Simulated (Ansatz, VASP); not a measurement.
One calculation of H7C2SN, two programs

```
H C S N
1.0
     2.58839   -4.65258    0.01539
     2.58839    4.65258    0.01539
    -1.60447    0.00000    8.59193
H C S N
14 4 2 2
Direct
  0.98553 0.16131 0.57396
  0.16131 0.98553 0.07396
  0.18850 0.25046 0.41704
  0.25046 0.18850 0.91704
  0.89656 0.70756 0.29793
  0.70756 0.89656 0.79793
  0.69168 0.61648 0.45538
  0.61648 0.69168 0.95538
  0.51683 0.93323 0.39414
  0.93323 0.51683 0.89414
  0.42149 0.67685 0.23330
  0.67685 0.42149 0.73330
  0.72090 0.03572 0.23943
  0.03572 0.72090 0.73943
  0.07459 0.07565 0.48948
  0.07565 0.07459 0.98948
  0.81641 0.79503 0.38670
  0.79503 0.81641 0.88670
  0.33993 0.00418 0.59139
  0.00418 0.33993 0.09139
  0.60634 0.86475 0.30745
  0.86475 0.60634 0.80745
```

Alike in both runs: task relaxation of cell and atoms; functional PBEsol; k mesh 4 × 4 × 4; occupations gaussian, width 0.02 eV; no spin polarisation.

```csv
,VASP,Ansatz
version,VASP 6.6.1,Ansatz 0.2.0
potentials or method,"VASP PAW PBE potentials, release 64 (H, C, S, N), cutoff 600 eV","scalar-relativistic, plane waves, PAW"
valence electrons in the cell,52,52
```

Ansatz gave:

| Property | Result |
| --- | --- |
| gap on the k mesh at the Fermi level, each at its own relaxed structure (eV) | 3.60 |
| relaxed volume (Å³/atom) | 9.46 |
| relaxed cell length with the largest relative difference (Å) | 5.374 |

**Question.** Which values does VASP return?

**Answer.** gap on the k mesh at the Fermi level, each at its own relaxed structure (eV): 3.63; relaxed volume (Å³/atom): 9.35; relaxed cell length with the largest relative difference (Å): 5.320.

VASP's potentials were made for PBE, not for PBEsol.
